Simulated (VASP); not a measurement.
Sn2TeS3, 6 atoms in the cell. It takes space group P-3m1 (No. 164, trigonal). The conventional cell has a = 4.176 Å, b = 4.176 Å, c = 9.973 Å, α = 90.00°, β = 90.00°, γ = 120.00°. Sn (site symmetry 3m) has 6 S at 2.82 to 2.98 Å within 3.7 Å. Te (site symmetry -3m) has 6 S at 2.99 Å and 6 Sn at 4.03 Å and 6 Te at 4.18 Å within 4.2 Å. S (site symmetry -3m) has 6 Sn at 2.98 Å and 12 S at 4.01 to 4.18 Å within 4.2 Å. S (site symmetry 3m) has 3 Sn at 2.82 Å and 3 Te at 2.99 Å within 3.7 Å. The cell was generated, and may not be a known phase.

| Item | Value |
| --- | --- |
| Program | VASP 6.6.1 |
| Task | single point |
| Functional | PBE |
| Potentials or basis | VASP PAW PBE potentials, release 64 (Sn_d, Te, S) |
| Cutoff | 520 eV |
| k mesh | 6 × 6 × 2 |
| Occupations | gaussian, width 0.1 eV |
| Spin | no spin polarisation |
| Dipole correction | no |
| Further INCAR settings | ALGO = Normal; EDIFF = 1e-06; NBANDS = 35 |

Potentials or basis: VASP PAW PBE potentials, release 64 (Sn_d, Te, S).

The run is started by

```console
$ cat potpaw_PBE.64/Sn_d/POTCAR potpaw_PBE.64/Te/POTCAR potpaw_PBE.64/S/POTCAR > POTCAR
$ mpirun -np 1 vasp_std > vasp.out
```

Hardware: 1 thread of Intel Xeon 8259CL, on a shared host.

Question: How long does it take, and how much memory?

Answer: Wall time 2.9 min on 1 thread of Intel Xeon 8259CL, with other jobs on the host, peak memory 0.31 GiB. Counts: scf iterations 18, k points 14.
